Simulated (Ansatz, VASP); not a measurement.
Two plane-wave programs on TiCo

```
Ti Co
1.0
     2.98611    0.00000    0.00000
     0.00000    2.98611    0.00000
     0.00000    0.00000    2.98611
Ti Co
1 1
Direct
  0.00000 0.00000 0.96651
  0.50000 0.50000 0.50000
```

Change from the starting cell: all Ti atoms moved -0.100 Å, as atom 1 along Cartesian [0 0 1].

Alike in both runs: task single point; functional PBE; k mesh 16 × 16 × 16; occupations gaussian, width 0.15 eV; collinear spin.

```csv
,VASP,Ansatz
version,VASP 6.6.1,Ansatz 0.2.0
potentials or method,"VASP PAW PBE potentials, release 64 (Ti_sv, Co), cutoff 520 eV","scalar-relativistic, plane waves, PAW"
valence electrons in the cell,21,29
```

Ansatz gave:

```
gap on the k mesh at the Fermi level (eV)                     : none
pressure (GPa)                                                : 0.4
traceless stress, the component that is largest in VASP (GPa) : -0.18
rms of the force components (eV/Å)                            : 0.287
net moment per atom (μB)                                      : 0.44
size of the moment on the site where the two differ most (μB) : 0.96
```

Problem. Which values does VASP return?

Solution. gap on the k mesh at the Fermi level (eV): none; pressure (GPa): -0.2; traceless stress, the component that is largest in VASP (GPa): -0.20; rms of the force components (eV/Å): 0.282; net moment per atom (μB): 0.43; size of the moment on the site where the two differ most (μB): 0.93.

Site moments also hang on the region over which each program counts them. Atom by atom the forces differ by 0.005 eV/Å (rms over components). A gap of «none» marks a metal or a gap that the smearing closes. VASP's potentials hold 21 valence electrons a cell and Ansatz's 29, so a difference there can come from the potentials and not from the codes.
